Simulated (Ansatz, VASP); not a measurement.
## One calculation of Ti, two programs

The input INCAR:

```
PREC = Accurate ; ENCUT = 520
EDIFF = 1E-6 ; ISMEAR = -1
SIGMA = 0.05 ; LREAL = False
LASPH = True ; NELM = 80
ALGO = Normal ; ISIF = 2
LWAVE = False ; LCHARG = True
GGA = CA ; LELF = True
LVHAR = True ; NBANDS = 12
```

Contents of KPOINTS:

```
regular mesh
0
Gamma
  14 14 14
```

The input POSCAR:

```
Ti
1.0
   -0.0203000000      2.0198500000      2.0198500000
    2.0198500000     -0.0203000000      2.0198500000
    2.0198500000      2.0198500000     -0.0203000000
Ti
1
Direct
    0.0000000000      0.0000000000      0.0000000000
```

Input for Ansatz:

```yaml
crystal:
  lattice:
    - [-0.0203, 2.01985, 2.01985]
    - [2.01985, -0.0203, 2.01985]
    - [2.01985, 2.01985, -0.0203]
  atoms:
    - { symbol: Ti, position: [0.0, 0.0, 0.0] }
kpoints:
  mp_grid: { grid: [14, 14, 14] }
  band_path:
    path:
      - [0.0, 0.0, 0.0]
      - [0.5, 0.5, 0.5]
      - [0.2525443832, 0.5, 0.7474556168]
      - [-0.2525443832, 0.2525443832, 0.5]
      - [0.0, 0.0, 0.5]
      - [0.0, 0.0, 0.0]
      - [-0.3762721916, 0.0, 0.3762721916]
      - [0.0, 0.3762721916, 0.6237278084]
      - [0.0, 0.5, 0.5]
    npoints: 5
scf:
  occupations: { method: fermi_dirac, width: 0.05 }
hamiltonian:
  xc: lda
  pseudopotentials: { kind: all_electron, lapw: { basis_error: 0.00025 } }
output:
  forces: true
  stress: true
  eigenvalues: true
```

Change from the starting cell: equal xy, yz and zx shear strains of -1 %.

Alike in both runs: task single point; functional LDA; k mesh 14 × 14 × 14; occupations fermi-dirac, width 0.05 eV; no spin polarisation.

|  | VASP | Ansatz |
| --- | --- | --- |
| version | VASP 6.6.1 | Ansatz 0.2.0 |
| potentials or method | VASP PAW LDA potentials, release 64 (Ti_sv), cutoff 520 eV | all-electron LAPW, scalar-relativistic |

```tsv
	VASP	Ansatz	Ansatz less VASP
pressure (GPa)	-5.0	-4.9	+0.14
traceless stress, the component that is largest in VASP (GPa)	0.52	0.53	+0.005
```

LDA's correlation is that of Perdew and Zunger in VASP and of Perdew and Wang (1992) in Ansatz. Ansatz ran all-electron here, and VASP with PAW potentials.
